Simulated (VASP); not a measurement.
A run of VASP 6.6.1:

Contents of INCAR:

```
SYSTEM = Li
  ALGO = Normal
  EDIFF = 1E-8
  ENCUT = 520
  GGA = PS
  ISIF = 2
  ISMEAR = -1
  LASPH = .TRUE.
  LCHARG = .FALSE.
  LEFG = .TRUE.
  LREAL = .FALSE.
  LWAVE = .FALSE.
  NBANDS = 10
  NELM = 80
  PREC = Accurate
  SIGMA = 0.03
```

The input KPOINTS:

```
k-points
0
G
  15 15 8
  0 0 0
```

POSCAR

```
Li
1.0
    3.0474944919      0.0000000000      0.0000000000
   -1.5237472460      2.6392076479      0.0000000000
    0.0000000000      0.0000000000      4.9890320517
Li
2
Direct
    0.3333333333      0.6666666667      0.2500000000
    0.6666666667      0.3333333333      0.7500000000
```

Potentials or basis: VASP PAW PBE potentials, release 64 (Li_sv).

Command:

```console
$ cat potpaw_PBE.64/Li_sv/POTCAR > POTCAR
$ mpirun -np 1 vasp_std > vasp.out
```

Hardware: 1 thread of Intel(R) Xeon(R) Platinum 8559C (Emerald Rapids), with other jobs on the host.

Problem. Estimate the wall time of this run.

Solution. It took 16 s on 1 thread of Intel(R) Xeon(R) Platinum 8559C (Emerald Rapids), on a shared host, peak memory 0.17 GiB. Counts: scf iterations 13, k points 135.
